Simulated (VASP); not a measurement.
C:

```
C
1.0
     0.00000    1.76344    1.76344
     1.76344    0.00000    1.76344
     1.76344    1.76344    0.00000
C
2
Direct
  0.50000 0.50000 0.50000
  0.75000 0.75000 0.75000
```

Base run:

```yaml
Program: VASP 6.6.1
Functional: LDA
Potentials_or_basis: VASP PAW LDA potentials, release 64 (C)
Cutoff: 520 eV
k_mesh: 10 × 10 × 10
Occupations: gaussian, width 0.01 eV
Spin: no spin polarisation
```

Its results: band gap on the k mesh 4.21 eV, indirect (least direct gap 5.64 eV); pressure 3.6 GPa.

Task: The run is repeated on the same cell with these changes: potentials or basis from VASP PAW LDA potentials, release 64 (C) to VASP PAW LDA potentials, release 64 (C_h); cutoff from 520 eV to 910 eV. What comes out?

Result: Band gap on the k mesh 4.22 eV, indirect (least direct gap 5.64 eV); pressure 2.6 GPa.

Caveats: the cutoff is under 1.25 times the usual one of these potentials, so pressure, stress and relaxed cells hold a basis-set (Pulay) error (some runs).

A k mesh can miss the band edges.
